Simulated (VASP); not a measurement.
# BaAu2 (P6/mmm) in VASP: relaxation of shape and atoms at fixed volume with LDA

Aim: the relaxation of shape and atoms at fixed volume of BaAu2 with LDA.

Everything below comes from runs of VASP 6.6.1. Logs are shortened: lines on timing, memory, paths and dates and some standing lists are left out, and cuts for length are marked.

**1. The cell of the first run**

The structure is hexagonal, space group P6/mmm (No. 191). Conventional cell: a = 4.760 Å, b = 4.760 Å, c = 4.075 Å, α = 90.00°, β = 90.00°, γ = 120.00°. Ba (site symmetry 6/mmm) has 12 Au at 3.42 Å and 2 Ba at 4.07 Å within 4.5 Å. Au (site symmetry -6m2) has 3 Au at 2.75 Å and 6 Ba at 3.42 Å within 3.6 Å.

**2. Relaxation of shape and atoms at fixed volume, LDA (26.65 Å³/atom)**

Contents of INCAR:

```
SYSTEM = BaAu2
PREC = Accurate
ENCUT = 600
EDIFF = 1E-7
ISMEAR = -1
SIGMA = 0.15
LREAL = .FALSE.
LASPH = .TRUE.
NELM = 100
ALGO = Fast
ISIF = 4
LWAVE = .FALSE.
LCHARG = .FALSE.
GGA = CA
IBRION = 2
NSW = 80
EDIFFG = -0.001
```

Contents of KPOINTS:

```
Automatic mesh
0
G
  12 12 10
  0 0 0
```

Contents of POSCAR:

```
BaAu2
1.0
    4.7601790061      0.0000000000      0.0000000000
   -2.3800895031      4.1224359458      0.0000000000
    0.0000000000      0.0000000000      4.0746806368
Ba Au
1 2
Direct
    0.0000000000      0.0000000000      0.0000000000
    0.3333333333      0.6666666667      0.5000000000
    0.6666666667      0.3333333333      0.5000000000
```

Potentials or basis: VASP PAW LDA potentials, release 64 (Ba_sv, Au).

Command:

```sh
> cat potpaw_LDA.64/Ba_sv/POTCAR potpaw_LDA.64/Au/POTCAR > POTCAR
> mpirun -np 1 vasp_std > vasp.out
```

OUTCAR:

```text
SYSTEM = BaAu2
   PREC = Accurate
   ENCUT = 600
   EDIFF = 1E-7
   ISMEAR = -1
   LREAL = .FALSE.
   LASPH = .TRUE.
   NELM = 100
   ISIF = 4
   GGA = CA
   IBRION = 2
   NSW = 80
   EDIFFG = -0.001

 ion  position               nearest neighbor table
   1  0.000  0.000  0.000-   2 3.42   3 3.42   2 3.42   3 3.42   2 3.42   2 3.42   3 3.42   3 3.42
                             3 3.42   3 3.42   2 3.42   2 3.42
   2  0.333  0.667  0.500-   3 2.75   3 2.75   3 2.75   1 3.42   1 3.42   1 3.42   1 3.42   1 3.42
                             1 3.42
   3  0.667  0.333  0.500-   2 2.75   2 2.75   2 2.75   1 3.42   1 3.42   1 3.42   1 3.42   1 3.42
                             1 3.42

  LATTYP: Found a hexagonal cell.
 ALAT       =     4.7601790061
 C/A-ratio  =     0.8559931531

  Lattice vectors:

 A1 = (   4.7601790061,   0.0000000000,   0.0000000000)
 A2 = (  -2.3800895031,   4.1224359458,   0.0000000000)
 A3 = (   0.0000000000,   0.0000000000,   4.0746806368)

Analysis of symmetry for initial positions (statically):
=====================================================================
 Subroutine PRICEL returns:
 Original cell was already a primitive cell.

 Routine SETGRP: Setting up the symmetry group for a
 hexagonal supercell.

 Subroutine GETGRP returns: Found 24 space group operations
 (whereof 24 operations were pure point group operations)
 out of a pool of 24 trial point group operations.

The static configuration has the point symmetry D_6h.

Analysis of symmetry for dynamics (positions and initial velocities):
=====================================================================
 Subroutine PRICEL returns:
 Original cell was already a primitive cell.

 Routine SETGRP: Setting up the symmetry group for a
 hexagonal supercell.

 Subroutine GETGRP returns: Found 24 space group operations
 (whereof 24 operations were pure point group operations)
 out of a pool of 24 trial point group operations.

The dynamic configuration has the point symmetry D_6h.

 Subroutine INISYM returns: Found 24 space group operations
 (whereof 24 operations are pure point group operations),
 and found     1 'primitive' translations

----------------------------------------------------------------------------------------

                                     Primitive cell

  volume of cell :      79.9596

  direct lattice vectors                    reciprocal lattice vectors
     4.760179006  0.000000000  0.000000000     0.210076133  0.121287512  0.000000000
    -2.380089503  4.122435946  0.000000000     0.000000000  0.242575024  0.000000000
     0.000000000  0.000000000  4.074680637     0.000000000  0.000000000  0.245418007

  length of vectors
     4.760179006  4.760179006  4.074680637     0.242575024  0.242575024  0.245418007

  position of ions in fractional coordinates (direct lattice)
     0.000000000  0.000000000  0.000000000
     0.333333333  0.666666667  0.500000000
     0.666666667  0.333333333  0.500000000

  ion indices of the primitive-cell ions
   primitive index   ion index
                 1           1
                 2           2
                 3           3

----------------------------------------------------------------------------------------

 KPOINTS: Automatic mesh

Automatic generation of k-mesh.
 Grid dimensions read from file:
 generate k-points for:   12   12   10

 Generating k-lattice:

  Cartesian coordinates                     Fractional coordinates (reciprocal lattice)
     0.017506344  0.010107293  0.000000000     0.083333333  0.000000000  0.000000000
     0.000000000  0.020214585  0.000000000     0.000000000  0.083333333  0.000000000
     0.000000000  0.000000000  0.024541801     0.000000000  0.000000000  0.100000000

  Length of vectors
     0.020214585  0.020214585  0.024541801

  Shift w.r.t. Gamma in fractional coordinates (k-lattice)
     0.000000000  0.000000000  0.000000000

 Subroutine IBZKPT returns following result:
 ===========================================

 Found    114 irreducible k-points:

 Following reciprocal coordinates:
            Coordinates               Weight
  0.000000  0.000000  0.000000      1.000000
  0.083333  0.000000  0.000000      6.000000
  0.166667  0.000000  0.000000      6.000000
  0.250000  0.000000  0.000000      6.000000
  0.333333  0.000000  0.000000      6.000000
  0.416667  0.000000  0.000000      6.000000
[... 16 lines left out ...]
  0.250000  0.000000  0.100000     12.000000
  0.333333  0.000000  0.100000     12.000000
 [... further k-points ...]
   k-points           NKPTS =    114   k-points in BZ     NKDIM =    114   number of bands    NBANDS=     20
   number of dos      NEDOS =    301   number of ions     NIONS =      3
   total plane-waves  NPLWV =  57600
   dimension x,y,z NGX =    40 NGY =   40 NGZ =   36
   dimension x,y,z NGXF=    80 NGYF=   80 NGZF=   72
   ions per type =               1   2
   NGX,Y,Z   is equivalent  to a cutoff of  13.97, 13.97, 14.69 a.u.
   NGXF,Y,Z  is equivalent  to a cutoff of  27.94, 27.94, 29.38 a.u.
 SYSTEM =  BaAu2
   PREC   = accura    normal or accurate (medium, high low for compatibility)
   ISTART =      0    job   : 0-new  1-cont  2-samecut
   ICHARG =      2    charge: 1-file 2-atom 10-const
   ISPIN  =      1    spin polarized calculation?
   LNONCOLLINEAR =      F non collinear calculations
   LSORBIT =      F    spin-orbit coupling
   LASPH  =      T    aspherical Exc in radial PAW
   ENCUT  =  600.0 eV  44.10 Ry    6.64 a.u.   9.51  9.51  8.14*2*pi/ulx,y,z
   NELM   =    100;   NELMIN=  2; NELMDL= -5     # of ELM steps
   EDIFF  = 0.1E-06   stopping-criterion for ELM
   LREAL  =      F    real-space projection
   EDIFFG = -.1E-02   stopping-criterion for IOM
   NSW    =     80    number of steps for IOM
   IBRION =      2    ionic relax: 0-MD 1-quasi-New 2-CG
   NFREE  =      1    steps in history (QN), initial steepest desc. (CG)
   ISIF   =      4    stress and relaxation
   ISYM   =      2    0-nonsym 1-usesym 2-fastsym
   POTIM  = 0.5000    time-step for ionic-motion
   TEBEG  =    0.0;   TEEND  =   0.0 temperature during run
   PSTRESS=    0.0 pullay stress
   NELECT =      32.0000    total number of electrons
   NUPDOWN=      -1.0000    fix difference up-down
   EMIN   =  10.00;   EMAX   =-10.00  energy-range for DOS
   EFERMI =   0.00;   METHOD = LEGACY
   ISMEAR =    -1;   SIGMA  =   0.15  broadening in eV -4-tet -1-fermi 0-gaus
   EFERMI_NEDOS =   21; number of points for ismear=-14 and -15
   IALGO  =     68    algorithm
   IMIX   =      4    mixing-type and parameters
     AMIX     =   0.40;   BMIX     =  1.00
     AMIX_MAG =   1.60;   BMIX_MAG =  1.00
  volume/ion in A,a.u.               =      26.65       179.86
  Fermi-wavevector in a.u.,A,eV,Ry     =   1.206428  2.279817 19.802835  1.455467
  Thomas-Fermi vector in A             =   2.342095
   LORBIT       =      0    0 simple, 1 ext, 2 COOP (PROOUT), +10 PAW based schemes
   GGA     = CA    functional components
   LHFCALC =     F    Hartree Fock is set to
   AEXX    =    0.0000 exact exchange contribution
   IVDW    =     0    specifies the selected vdW correction
   LEPSILON=     F    determine dielectric tensor
   LRPA    =     F    only Hartree local field effects (RPA)
 conjugate gradient relaxation of ions
 non-spin polarized calculation
 RMM-DIIS sequential band-by-band and
  energy-cutoff  :      600.00
  volume of cell :       79.96
 maximum number of plane-waves:      2711
 NGX is ok and might be reduce to    40
   NGX = 19   NGY = 19   NGZ = 17

--------------------------------------- Ionic step        1  -------------------------------------------

 number of electron      32.0000002 magnetization

 Free energy of the ion-electron system (eV)
  ---------------------------------------------------
  ext. energy  EPLUGINS =         0.00000000
  ---------------------------------------------------
  free energy    TOTEN  =       -13.13751925 eV

  energy without entropy =      -13.05984231  energy(sigma->0) =      -13.09868078

------------------------ aborting loop because EDIFF is reached ----------------------------------------

  FORCE on cell =-STRESS in cart. coord.  units (eV):
  Direction    XX          YY          ZZ          XY          YZ          ZX
  --------------------------------------------------------------------------------------
  -------------------------------------------------------------------------------------
  Total       -0.3758482     -0.3758482     -0.0278648      0.0000000      0.0000000      0.0000000
  in kB       -7.5309934     -7.5309934     -0.5583369      0.0000000      0.0000000      0.0000000
  external PRESSURE =      -5.2067746 kB  Pullay stress =       0.0000000 kB
[... 59 lines left out ...]
  energy  without entropy=      -13.0603178892  energy(sigma->0) =      -13.09945410

--------------------------------------- Ionic step        3  -------------------------------------------

 number of electron      32.0000003 magnetization

 Free energy of the ion-electron system (eV)
  ---------------------------------------------------
  ext. energy  EPLUGINS =         0.00000000
  ---------------------------------------------------
  free energy    TOTEN  =       -13.13936388 eV

  energy without entropy =      -13.06010127  energy(sigma->0) =      -13.09973257

 E-fermi :   5.1966     XC(G=0): -10.5728

 val. band max:        5.1855379939   @ k =   0.5000   0.0000   0.5000
 cond. band min:       5.2013132717   @ k =   0.2500   0.2500   0.0000
 fundamental gap:      0.0157752778
 Fermi energy:         5.1966251245

 k-point     1 :       0.0000    0.0000    0.0000
  band No.  band energies     occupation
      1     -22.5479      2.00000
      2      -7.7913      2.00000
      3      -7.7913      2.00000
      4      -7.6207      2.00000
      5      -1.9002      2.00000
      6       0.0384      2.00000
[... 12 lines left out ...]
     19       8.5200      0.00000
[... 513 lines left out ...]
      4      -7.6898      2.00000
      5      -0.7624      2.00000
      6      -0.2960      2.00000
[... 12 lines left out ...]
     19       7.6159      0.00000
     20       9.8084      0.00000

 [... further k-points ...]

------------------------ aborting loop because EDIFF is reached ----------------------------------------

  FORCE on cell =-STRESS in cart. coord.  units (eV):
  Direction    XX          YY          ZZ          XY          YZ          ZX
  --------------------------------------------------------------------------------------
  -------------------------------------------------------------------------------------
  Total       -0.0840370     -0.0840370     -0.0880658      0.0000000      0.0000000     -0.0000000
  in kB       -1.6838778     -1.6838778     -1.7646041      0.0000000      0.0000000     -0.0000000
  external PRESSURE =      -1.7107866 kB  Pullay stress =       0.0000000 kB
[... 18 lines left out ...]
  FREE ENERGIE OF THE ION-ELECTRON SYSTEM (eV)
  ---------------------------------------------------
  free  energy   TOTEN  =       -13.1393638783 eV

  energy  without entropy=      -13.0601012660  energy(sigma->0) =      -13.09973257

 reached required accuracy - stopping structural energy minimisation
```

Wall time 18 min (1 thread of Intel Xeon 8259CL, shared host); peak memory 0.38 GiB.

Results:

* Free energy: -13.1394 eV
* Energy gained by relaxing: 0.6 meV/atom
* Ionic steps: 3
* Pressure after relaxing: -0.2 GPa
* Band gap on the k mesh: zero (bands 16 and 17 overlap by 2.23 eV)

The path:
| step | energy change (eV) | largest force (eV/Å) | pressure (GPa) | volume (Å³) |
| --- | --- | --- | --- | --- |
| 1 | 0.0000 | 0.0000 | -0.52 | 79.96 |
| 2 | -0.0011 | 0.0000 | -0.40 | 79.96 |
| 3 | -0.0018 | 0.0000 | -0.17 | 79.96 |

Final structure:
```
Ba Au
1.0
     4.73486    0.00000    0.00000
    -2.36743    4.10051    0.00000
     0.00000    0.00000    4.11838
Ba Au
1 2
Direct
  0.00000 0.00000 0.00000
  0.33333 0.66667 0.50000
  0.66667 0.33333 0.50000
```

Caveat: spin-orbit coupling is left out, which moves the levels of the heavy elements.
